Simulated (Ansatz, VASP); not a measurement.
**One calculation of SiBN, two programs**

```
Si B N
1.0
     2.66966    0.00000    0.00000
     0.00000    2.66966    0.00000
     0.00000    0.00000    4.14148
Si B N
1 1 1
Direct
  0.50000 0.50000 0.07794
  0.50000 0.50000 0.57792
  0.00000 0.00000 0.07792
```

Alike in both runs: functional PBE; k mesh 6 × 6 × 4; occupations gaussian, width 0.1 eV; no spin polarisation.

Ansatz relaxed the structure, and its values are those at the end. VASP's run is a single point on that final structure, the one shown.

|  | VASP | Ansatz |
| --- | --- | --- |
| version | VASP 6.6.1 | Ansatz 0.2.0 |
| potentials or method | VASP PAW PBE potentials, release 64 (Si, B, N), cutoff 520 eV | scalar-relativistic, plane waves, PAW |
| valence electrons in the cell | 12 | 12 |

```csv
,VASP,Ansatz,Ansatz less VASP
gap on the k mesh at the Fermi level (eV),none,none,-
pressure (GPa),-0.4,-0.3,+0.10
```

A gap of «none» marks a metal or a gap that the smearing closes.

The k mesh is coarse, so the values compare programs but aren't converged.
